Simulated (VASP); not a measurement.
Set up this calculation in VASP 6.6.1, as the native input.

| Item | Value |
| --- | --- |
| Task | electric field gradients |
| Functional | PBE |
| Potentials or basis | VASP PAW PBE potentials, release 64 (Hf_pv, B) |
| Cutoff | 520 eV |
| k mesh | 13 × 13 × 11 |
| Occupations | fermi-dirac, width 0.05 eV |
| Spin | no spin polarisation |
| Dipole correction | no |
| Further INCAR settings | ALGO = Normal; EDIFF = 1e-08; NBANDS = 15 |

The structure of HfB2 lies in POSCAR:

```
HfB2
1.0
    3.1400001005      0.0314000010      0.0314000010
   -1.5428068518      2.7036198544      0.0114931980
    0.0348000000      0.0348000000      3.4800000000
Hf B
1 2
Direct
    0.0000000000      0.0000000000      0.0000000000
    0.3333333333      0.6666666667      0.5000000000
    0.6666666667      0.3333333333      0.5000000000
```

This cell differs from its parent crystal: equal xy, yz and zx shear strains of +2 %.

These files were run (other wordings do the same):

INCAR

```
PREC     = Accurate       # precision mode
ENCUT    = 520            # plane-wave cutoff, eV
EDIFF    = 1E-8           # SCF threshold, eV
ISMEAR   = -1             # smearing method
SIGMA    = 0.05           # smearing width, eV
LREAL    = False          # projectors in reciprocal space
LASPH    = True           # aspherical terms in the spheres
NELM     = 100            # most SCF steps
ALGO     = Normal         # electronic algorithm
ISIF     = 2              # what is computed and relaxed
LWAVE    = False          # write WAVECAR
LCHARG   = False          # write CHGCAR
GGA      = PE             # functional
LEFG     = True         
NBANDS   = 15             # bands
```

KPOINTS

```
regular mesh
0
Gamma
  13 13 11
```

Potentials or basis: VASP PAW PBE potentials, release 64 (Hf_pv, B).

Command:

```bash
$ cat potpaw_PBE.64/Hf_pv/POTCAR potpaw_PBE.64/B/POTCAR > POTCAR
$ mpirun -np 1 vasp_std > vasp.out
```

Results of the run:

| Quantity | Value |
| --- | --- |
| Pressure | 1.3 GPa |
| Largest force | 0.022 eV/Å |
| Band gap on the k mesh | zero (bands 8 and 9 overlap by 0.97 eV) |
| Largest electric field gradient by atom | Hf +103.8; B +2.2 V/Å² |

Caveat: the cell differs from its parent crystal (equal xy, yz and zx shear strains of +2 %); without QUAD_EFG the Cq values of the log hold for a quadrupole moment of 1 mb, not for the nuclei; spin-orbit coupling is left out, which moves the levels of the heavy elements.

It took 2.4 min on 1 thread of Intel(R) Xeon(R) 6975P-C (Granite Rapids), with other jobs on the host, peak memory 0.49 GiB.
